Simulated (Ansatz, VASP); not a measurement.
## One calculation of BaS, two programs

Contents of INCAR:

```
SYSTEM = BaS
  ALGO = Normal
  EDIFF = 1E-6
  EDIFFG = -0.01
  ENCUT = 600
  GGA = CA
  IBRION = 2
  ISIF = 3
  ISMEAR = -1
  LASPH = .TRUE.
  LCHARG = .FALSE.
  LREAL = .FALSE.
  LWAVE = .FALSE.
  NELM = 100
  NSW = 80
  PREC = Accurate
  SIGMA = 0.02
```

KPOINTS

```
k-points
0
G
  8 8 8
  0 0 0
```

File POSCAR:

```
BaS
1.0
    0.0000000000      3.1937500000      3.1937500000
    3.1937500000      0.0000000000      3.1937500000
    3.1937500000      3.1937500000      0.0000000000
Ba S
1 1
Direct
    0.0000000000      0.0000000000      0.0000000000
    0.5000000000      0.5000000000      0.5000000000
```

Input for Ansatz:

```yaml
crystal:
  lattice:
    - [0.0, 3.19375, 3.19375]
    - [3.19375, 0.0, 3.19375]
    - [3.19375, 3.19375, 0.0]
  atoms:
    - { symbol: Ba, position: [0.0, 0.0, 0.0] }
    - { symbol: S, position: [0.5, 0.5, 0.5] }
  symmetry: { tolerance: 0.0003 }
hamiltonian:
  xc: lda
  pseudopotentials: { kind: paw, azcp: { folder: soft_1 } }
basis:
  ecutwfc: 420
magnetization:
  spin_polarized: false
scf:
  occupations: { method: fermi_dirac, width: 0.02 }
kpoints:
  mp_grid: { grid: [8, 8, 8], shift: [0, 0, 0] }
output:
  forces: true
  stress: true
  eigenvalues: true
relax:
  max_steps: 60
  cell: {}
```

Alike in both runs: task relaxation of cell and atoms; functional LDA; k mesh 8 × 8 × 8; occupations fermi-dirac, width 0.02 eV; no spin polarisation.

|  | VASP | Ansatz |
| --- | --- | --- |
| version | VASP 6.6.1 | Ansatz 0.2.0 |
| potentials or method | VASP PAW LDA potentials, release 64 (Ba_sv, S), cutoff 600 eV | PAW plane waves |
| valence electrons in the cell | 16 | 16 |

Ansatz gave:

* gap on the k mesh at the Fermi level, each at its own relaxed structure (eV): 1.92
* relaxed volume (Å³/atom): 30.83
* relaxed length of the cell vector where the two differ most in proportion (Å): 4.435

Problem. Estimate VASP's values.

Solution. gap on the k mesh at the Fermi level, each at its own relaxed structure (eV): 1.83; relaxed volume (Å³/atom): 31.30; relaxed length of the cell vector where the two differ most in proportion (Å): 4.457.

Ansatz warns that its potentials were made for another functional, while VASP's fit it. LDA's correlation is that of Perdew and Zunger in VASP and of Perdew and Wang (1992) in Ansatz.

Neither program's run includes spin-orbit coupling.
